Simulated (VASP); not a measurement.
# SnO (P4/nmm) in VASP: notebook

The runs below take SnO through single point, with PBE+D3(BJ).

Program: VASP 6.6.1. These are calculated values, not measurements. Logs are shortened: lines on timing, memory, paths and dates and some standing lists are left out, and cuts for length are marked.

## 1. The cell of the first run

The structure is tetragonal, space group P4/nmm (No. 129). Conventional cell: a = 3.484 Å, b = 3.484 Å, c = 5.760 Å, α = 90.00°, β = 90.00°, γ = 90.00°. Sn (site symmetry 4mm) has 4 O at 2.22 Å within 2.9 Å. Within 2.9 Å of O (site symmetry -4m2) lie 4 Sn at 2.22 Å and 4 O at 2.46 Å.

## 2. Single point, PBE+D3(BJ)

File INCAR:

```
SYSTEM = SnO
PREC = Accurate
ENCUT = 520
EDIFF = 1E-7
ISMEAR = 0
SIGMA = 0.15
LREAL = .False.
LASPH = .True.
NELM = 80
ALGO = Normal
ISIF = 2
LWAVE = .False.
LCHARG = .False.
GGA = PE
IVDW = 12
NBANDS = 28
```

File KPOINTS:

```
Automatic mesh
0
Gamma
  14 14 12
  0 0 0
```

File POSCAR:

```
SnO
1.0
    3.4836217635      0.0000000000      0.0000000000
    0.0000000000      3.4836217635      0.0000000000
    0.0000000000      0.0000000000      5.7603454242
Sn O
2 2
Direct
    0.0000000000      0.5000000000      0.2385000000
    0.5000000000      0.0000000000      0.7615000000
    0.0000000000      0.0000000000      0.0000000000
    0.5000000000      0.5000000000      0.0000000000
```

Potentials or basis: VASP PAW PBE potentials, release 64 (Sn_d, O).

Run with:

```bash
> cat potpaw_PBE.64/Sn_d/POTCAR potpaw_PBE.64/O/POTCAR > POTCAR
> mpirun -np 1 vasp_std > vasp.out
```

OUTCAR:

```text
SYSTEM = SnO
   PREC = Accurate
   ENCUT = 520
   EDIFF = 1E-7
   ISMEAR = 0
   LREAL = .False.
   LASPH = .True.
   NELM = 80
   ISIF = 2
   GGA = PE
   IVDW = 12
 IVDW          = 12

 ion  position               nearest neighbor table
   1  0.000  0.500  0.239-   3 2.22   4 2.22   3 2.22   4 2.22   2 3.69   2 3.69   2 3.69   2 3.69

   2  0.500  0.000  0.761-   3 2.22   4 2.22   4 2.22   3 2.22   1 3.69   1 3.69   1 3.69   1 3.69

   3  0.000  0.000  0.000-   1 2.22   2 2.22   1 2.22   2 2.22
   4  0.500  0.500  0.000-   1 2.22   2 2.22   2 2.22   1 2.22

  LATTYP: Found a simple tetragonal cell.
 ALAT       =     3.4836217635
 C/A-ratio  =     1.6535507628

  Lattice vectors:

 A1 = (   3.4836217635,   0.0000000000,   0.0000000000)
 A2 = (   0.0000000000,   3.4836217635,   0.0000000000)
 A3 = (   0.0000000000,   0.0000000000,   5.7603454242)

Analysis of symmetry for initial positions (statically):
=====================================================================
 Subroutine PRICEL returns:
 Original cell was already a primitive cell.

 Routine SETGRP: Setting up the symmetry group for a
 simple tetragonal supercell.

 Subroutine GETGRP returns: Found 16 space group operations
 (whereof  8 operations were pure point group operations)
 out of a pool of 16 trial point group operations.

The static configuration has the point symmetry D_2d.
 The point group associated with its full space group is D_4h.

Analysis of symmetry for dynamics (positions and initial velocities):
=====================================================================
 Subroutine PRICEL returns:
 Original cell was already a primitive cell.

 Routine SETGRP: Setting up the symmetry group for a
 simple tetragonal supercell.

 Subroutine GETGRP returns: Found 16 space group operations
 (whereof  8 operations were pure point group operations)
 out of a pool of 16 trial point group operations.

The dynamic configuration has the point symmetry D_2d.
 The point group associated with its full space group is D_4h.

 Subroutine INISYM returns: Found 16 space group operations
 (whereof  8 operations are pure point group operations),
 and found     1 'primitive' translations

----------------------------------------------------------------------------------------

                                     Primitive cell

  volume of cell :      69.9054

  direct lattice vectors                    reciprocal lattice vectors
     3.483621763  0.000000000  0.000000000     0.287057571  0.000000000  0.000000000
     0.000000000  3.483621763  0.000000000     0.000000000  0.287057571  0.000000000
     0.000000000  0.000000000  5.760345424     0.000000000  0.000000000  0.173600700

  length of vectors
[... 91 lines left out ...]
   NFREE  =      0    steps in history (QN), initial steepest desc. (CG)
   ISIF   =      2    stress and relaxation
   ISYM   =      2    0-nonsym 1-usesym 2-fastsym
   POTIM  = 0.5000    time-step for ionic-motion
   TEBEG  =    0.0;   TEEND  =   0.0 temperature during run
   PSTRESS=    0.0 pullay stress
   NELECT =      40.0000    total number of electrons
   NUPDOWN=      -1.0000    fix difference up-down
   EMIN   =  10.00;   EMAX   =-10.00  energy-range for DOS
   EFERMI =   0.00;   METHOD = LEGACY
   ISMEAR =     0;   SIGMA  =   0.15  broadening in eV -4-tet -1-fermi 0-gaus
   EFERMI_NEDOS =   21; number of points for ismear=-14 and -15
   IALGO  =     38    algorithm
   IMIX   =      4    mixing-type and parameters
     AMIX     =   0.40;   BMIX     =  1.00
     AMIX_MAG =   1.60;   BMIX_MAG =  1.00
  volume/ion in A,a.u.               =      17.48       117.94
  Fermi-wavevector in a.u.,A,eV,Ry     =   1.359121  2.568365 25.132801  1.847209
  Thomas-Fermi vector in A             =   2.485896
   LORBIT       =      0    0 simple, 1 ext, 2 COOP (PROOUT), +10 PAW based schemes
   GGA     = PE    functional components
   LHFCALC =     F    Hartree Fock is set to
   AEXX    =    0.0000 exact exchange contribution
   IVDW    =    12    specifies the selected vdW correction
   LEPSILON=     F    determine dielectric tensor
   LRPA    =     F    only Hartree local field effects (RPA)
 non-spin polarized calculation
 Gauss-broadening in eV      SIGMA  =   0.15
  energy-cutoff  :      520.00
  volume of cell :       69.91
 maximum number of plane-waves:      1918
 NGX is ok and might be reduce to    28

 number of electron      39.9999998 magnetization

 Free energy of the ion-electron system (eV)
  ---------------------------------------------------
  ext. energy  EPLUGINS =         0.00000000
  ---------------------------------------------------
  free energy    TOTEN  =       -21.65107687 eV

  energy without entropy =      -21.65073572  energy(sigma->0) =      -21.65090630

 E-fermi :   6.9912     XC(G=0): -10.2541

 val. band max:        6.8531998990   @ k =   0.0000   0.0000   0.0000
 cond. band min:       7.0460057287   @ k =   0.5000   0.5000   0.0000
 fundamental gap:      0.1928058297
 Fermi energy:         6.9912344004

 k-point     1 :       0.0000    0.0000    0.0000
  band No.  band energies     occupation
      1     -14.7732      2.00000
      2     -14.5343      2.00000
      3     -14.3819      2.00000
      4     -14.3641      2.00000
      5     -14.3471      2.00000
      6     -14.3471      2.00000
[... 733 lines left out ...]
     27      15.4966      0.00000
     28      16.3011      0.00000

 [... further k-points ...]

------------------------ aborting loop because EDIFF is reached ----------------------------------------

 Edisp (eV)   -0.94794

 E8    (eV) :    -0.4112

  FORCE on cell =-STRESS in cart. coord.  units (eV):
  Direction    XX          YY          ZZ          XY          YZ          ZX
  --------------------------------------------------------------------------------------
  -------------------------------------------------------------------------------------
  Total       6.37210     6.37210    -5.94933     0.00000     0.00000     0.00000
  in kB     146.04354   146.04354  -136.35412     0.00000     0.00000     0.00000
  external pressure =       51.91 kB  Pullay stress =        0.00 kB

 VOLUME and BASIS-vectors are now :
 -----------------------------------------------------------------------------
  energy-cutoff  :      520.00
  volume of cell :       69.91
      direct lattice vectors                 reciprocal lattice vectors
     3.483621763  0.000000000  0.000000000     0.287057571  0.000000000  0.000000000
     0.000000000  3.483621763  0.000000000     0.000000000  0.287057571  0.000000000
     0.000000000  0.000000000  5.760345424     0.000000000  0.000000000  0.173600700

 POSITION                                       TOTAL-FORCE (eV/Angst)
 -----------------------------------------------------------------------------------
      0.00000      1.74181      1.37384         0.000000      0.000000     -1.971731
      1.74181      0.00000      4.38650        -0.000000     -0.000000      1.971731
      0.00000      0.00000      0.00000         0.000000     -0.000000     -0.000000
      1.74181      1.74181      0.00000         0.000000      0.000000     -0.000000
 -----------------------------------------------------------------------------------
    total drift:                                0.000000      0.000000      0.000000

  FREE ENERGIE OF THE ION-ELECTRON SYSTEM (eV)
  ---------------------------------------------------
  free  energy   TOTEN  =       -22.5990178401 eV

  energy  without entropy=      -22.5986766982  energy(sigma->0) =      -22.59884727
```

stdout:

```text
POSCAR found type information on POSCAR SnO
 POSCAR found :  2 types and       4 ions
 scaLAPACK will be used
 LDA part: xc-table for (Slater+PW92), standard interpolation
 POSCAR, INCAR and KPOINTS ok, starting setup
 FFT: planning ... GRIDC
 FFT: planning ... GRID_SOFT
 FFT: planning ... GRID
 WAVECAR not read
 entering main loop
```

Run time: 6.4 min. Hardware: 1 thread of Intel Xeon Platinum 8259CL at 2.50GHz (Skylake/Cascade Lake), shared host; peak memory 0.5 GiB.

Results:

```yaml
Free_energy: -22.5990 eV
Pressure: 5.2 GPa
Largest_force: 1.972 eV/Å
Band_gap_on_the_k_mesh: 0.19 eV (least direct gap 0.84 eV)
Dispersion_energy_per_atom: -0.237 eV
```

Forces in eV/Å, atoms in the order of the input:
```
Sn   0.000  0.000 -1.972
Sn   0.000  0.000  1.972
O    0.000  0.000  0.000
O    0.000  0.000  0.000
```

Stress tensor (GPa, compression positive):
```
 14.60   0.00   0.00
  0.00  14.60   0.00
  0.00   0.00 -13.64
```

Caveat: the stress differs along the axes, from -14 to 15 GPa; semilocal functionals underestimate gaps, and a narrow one can read as zero; spin-orbit coupling is left out, which moves the levels of the heavy elements; forces of over 1 eV/Å act on the atoms, so gaps and moduli don't describe the material at rest. A k mesh can miss the band edges.

## 3. Single point, PBE+D3(BJ)

This run uses another cell than the first one, of the same volume but with other edges.

File INCAR:

```
SYSTEM = SnO
ALGO = Normal ; EDIFF = 1E-7
ENCUT = 520 ; GGA = PE
ISIF = 2 ; ISMEAR = 0
IVDW = 12 ; LASPH = .True.
LCHARG = .False. ; LREAL = .False.
LWAVE = .False. ; NBANDS = 28
NELM = 100 ; PREC = Accurate
SIGMA = 0.15
```

File KPOINTS:

```
k-points
0
Gamma
  14 14 12
  0 0 0
```

File POSCAR:

```
SnO
1.0
    3.5778189818      0.0000000000      0.0000000000
    0.0000000000      3.5778189818      0.0000000000
    0.0000000000      0.0000000000      5.4610202828
Sn O
2 2
Direct
    0.0000000000      0.5000000000      0.2385000000
    0.5000000000      0.0000000000      0.7615000000
    0.0000000000      0.0000000000      0.0000000000
    0.5000000000      0.5000000000      0.0000000000
```

Potentials or basis: VASP PAW PBE potentials, release 64 (Sn_d, O).

Run with:

```bash
> cat potpaw_PBE.64/Sn_d/POTCAR potpaw_PBE.64/O/POTCAR > POTCAR
> mpirun -np 1 vasp_std > vasp.out
```

Run time: 3.2 min. Hardware: 1 thread of Intel Xeon 6975P-C (Granite Rapids), shared host; peak memory 0.49 GiB.

It converged, with:

| Item | Value |
| --- | --- |
| Free energy | -23.1345 eV |
| Pressure | 4.5 GPa |
| Largest force | 0.995 eV/Å |
| Band gap on the k mesh | zero (bands 20 and 21 overlap by 0.18 eV) |
| Dispersion energy per atom | -0.236 eV |

Forces in eV/Å, atoms in the order of the input:
```
Sn   0.000  0.000 -0.995
Sn   0.000  0.000  0.995
O    0.000  0.000  0.000
O    0.000  0.000  0.000
```

Stress tensor (GPa, compression positive):
```
10.56  0.00  0.00
 0.00 10.56  0.00
 0.00  0.00 -7.53
```

Levels at points of the mesh, in eV from the Fermi level:
```tsv
k point	band 17	band 18	band 19	band 20	band 21	band 22	band 23	band 24
(0.00, 0.00, 0.00)	-3.48	-2.34	-2.34	0.05	2.70	4.36	5.10	5.10
(0.50, 0.00, 0.00)	-4.32	-4.32	-3.09	-3.09	2.40	2.40	6.45	6.45
(0.50, 0.50, 0.00)	-2.18	-2.18	-1.68	-1.68	-0.14	-0.14	3.78	3.78
(0.00, 0.00, 0.50)	-3.49	-3.36	-2.35	-2.35	3.18	3.50	3.50	4.97
(0.50, 0.00, 0.50)	-4.31	-4.31	-2.18	-2.18	1.53	1.53	6.17	6.17
(0.50, 0.50, 0.50)	-2.61	-2.61	-1.68	-1.68	1.89	1.89	2.85	2.85
```

Caveat: the stress differs along the axes, from -8 to 11 GPa; semilocal functionals underestimate gaps, and a narrow one can read as zero; spin-orbit coupling is left out, which moves the levels of the heavy elements.

## 4. Single point, PBE+D3(BJ)

This run uses another cell than the first one, of the same volume but with other edges.

File INCAR:

```
PREC = Accurate ; ENCUT = 520
EDIFF = 1E-6 ; ISMEAR = 0
SIGMA = 0.15 ; LREAL = F
LASPH = T ; NELM = 80
ALGO = Normal ; ISIF = 2
LWAVE = F ; LCHARG = T
GGA = PE ; IVDW = 12
LELF = T ; LVHAR = T
NBANDS = 28
```

File KPOINTS:

```
regular mesh
0
Gamma
  14 14 12
```

File POSCAR:

```
SnO
1.0
    3.6831088220      0.0000000000      0.0000000000
    0.0000000000      3.6831088220      0.0000000000
    0.0000000000      0.0000000000      5.1532524170
Sn O
2 2
Direct
    0.0000000000      0.5000000000      0.2385000000
    0.5000000000      0.0000000000      0.7615000000
    0.0000000000      0.0000000000      0.0000000000
    0.5000000000      0.5000000000      0.0000000000
```

Run with:

```bash
> cat potpaw_PBE.64/Sn_d/POTCAR potpaw_PBE.64/O/POTCAR > POTCAR
> mpirun -np 1 vasp_std > vasp.out
```

It took 2.8 min on 1 thread of Intel Xeon 6975P-C (Granite Rapids), shared host; peak memory 0.48 GiB.

Results (log left out):

* Free energy: -23.4738 eV
* Pressure: 3.6 GPa
* Largest force: 0.133 eV/Å
* Band gap on the k mesh: zero (bands 20 and 21 overlap by 0.27 eV)
* Dispersion energy per atom: -0.235 eV

Forces on the atoms (eV/Å):
```
Sn   0.000  0.000 -0.133
Sn   0.000  0.000  0.133
O    0.000  0.000  0.000
O    0.000  0.000  0.000
```

Stress tensor (GPa, compression positive):
```
 6.59  0.00  0.00
 0.00  6.59  0.00
 0.00  0.00 -2.46
```

Levels at points of the mesh, in eV from the Fermi level:
| k point | band 18 | band 19 | band 20 | band 21 | band 22 | band 23 |
| --- | --- | --- | --- | --- | --- | --- |
| (0.00, 0.00, 0.00) | -2.99 | -2.99 | 0.08 | 2.28 | 4.03 | 4.71 |
| (0.50, 0.00, 0.00) | -4.82 | -3.12 | -3.12 | 2.68 | 2.68 | 6.01 |
| (0.50, 0.50, 0.00) | -2.34 | -2.24 | -2.24 | -0.20 | -0.20 | 3.91 |
| (0.00, 0.00, 0.50) | -3.02 | -3.01 | -3.01 | 2.28 | 3.05 | 3.05 |
| (0.50, 0.00, 0.50) | -4.80 | -2.16 | -2.16 | 1.97 | 1.97 | 5.63 |
| (0.50, 0.50, 0.50) | -2.82 | -2.34 | -2.34 | 1.91 | 1.91 | 3.33 |

Caveat: the stress differs along the axes, from -2 to 7 GPa; semilocal functionals underestimate gaps, and a narrow one can read as zero; spin-orbit coupling is left out, which moves the levels of the heavy elements.

## 5. Overview

| cell | gap on the mesh (eV) | pressure (GPa) | largest force (eV/Å) |
| --- | --- | --- | --- |
| a = 3.484, b = 3.484, c = 5.760 Å, 4 atoms | 0.19 | 5.2 | 1.97 |
| a = 3.578, b = 3.578, c = 5.461 Å, 4 atoms | none | 4.5 | 0.99 |
| a = 3.683, b = 3.683, c = 5.153 Å, 4 atoms | none | 3.6 | 0.13 |

Alike in all rows: task single point; level PBE+D3(BJ); potentials or basis VASP PAW PBE potentials, release 64 (Sn_d, O); no spin polarisation; k mesh 14 × 14 × 12; cutoff (eV) 520; smearing gaussian 0.15 eV.

Caveats: semilocal functionals underestimate gaps, and a narrow one can read as zero; spin-orbit coupling is left out, which moves the levels of the heavy elements; the stress differs along the axes, from -14 to 15 GPa (at least some runs); forces of over 1 eV/Å act on the atoms, so gaps and moduli don't describe the material at rest (at least some runs); the stress differs along the axes, from -8 to 11 GPa (at least some runs); the stress differs along the axes, from -2 to 7 GPa (at least some runs).

Total energies depend on the potentials used, so only differences within one code and one set of settings carry meaning.

The gap in the log of VASP goes by the Fermi energy; the results here count the filled bands.